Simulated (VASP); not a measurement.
Runs of VASP 6.6.1 on Bi. The structure is that of space group P6_3/mmc (No. 194), or close to it. The cells are those of the table. This isn't the form of Bi at room conditions, which is rhombohedral.

```csv
cell,gap on the mesh (eV),pressure (GPa)
"a = 4.539, b = 4.539, c = 11.829 Å, angles 90.0, 90.0, 120.0°, 2 atoms",none,-3.5
"a = 4.539, b = 4.539, c = 12.066 Å, angles 90.0, 90.0, 120.0°, 2 atoms",none,(a)
"a = 4.448, b = 4.448, c = 11.829 Å, angles 90.0, 90.0, 120.0°, 2 atoms",none,-3.7
"a = 4.539, b = 4.539, c = 11.711 Å, angles 90.0, 90.0, 120.0°, 2 atoms",none,-3.5
"a = 4.539, b = 4.539, c = 11.592 Å, angles 90.0, 90.0, 120.0°, 2 atoms",none,-3.6
```

Alike in all rows: task electric field gradients; level PBEsol; potentials or basis VASP PAW PBE potentials, release 64 (Bi_d); no spin polarisation; k mesh 9 × 9 × 3; cutoff (eV) 520; smearing fermi-dirac 0.08 eV.

Problem. Fill in the values left out.

Solution. (a) -3.4.

Caveats: the cell stands under tension; the PAW data sets were made with another functional, which shifts forces and pressure a little; spin-orbit coupling is left out, which moves the levels of the heavy elements.

A k mesh can miss the band edges, and the runs leave out spin-orbit coupling on Bi.

A gap of «none» marks levels without a gap at the run's occupations.
